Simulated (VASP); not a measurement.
**Al: single point with PBEsol**

The system is Al.

```
Al
1.0
    -1.27401    1.27401    1.27401
     1.27401   -1.27401    1.27401
     1.27401    1.27401   -1.27401
Al
1
Cartesian
  0.0000 0.0000 0.0000
```

This cell differs from its parent crystal: volume scaled by 0.5.

```yaml
Program: VASP 6.6.1
Task: single point
Functional: PBEsol
Potentials_or_basis: VASP PAW PBE potentials, release 64 (Al)
Cutoff: 520 eV
k_mesh: 17 × 17 × 17
Occupations: fermi-dirac, width 0.05 eV
Spin: no spin polarisation
Dipole_correction: no
Further_INCAR_settings: ALGO = Normal; EDIFF = 1e-07; NBANDS = 8
```

The pressure is 215.5 GPa.

Levels at points of the mesh, in eV from the Fermi level:
```csv
k point,band 1,band 2,band 3,band 4,band 5,band 6
"(0.00, 0.00, 0.00)",-16.55,18.41,18.41,18.41,22.89,22.89
```

Run time: 3.9 s on 1 thread of Intel(R) Xeon(R) Platinum 8488C (Sapphire Rapids) (shared host), peak memory 0.11 GiB.

Caveat: the PAW data sets were made with another functional, which shifts forces and pressure a little.
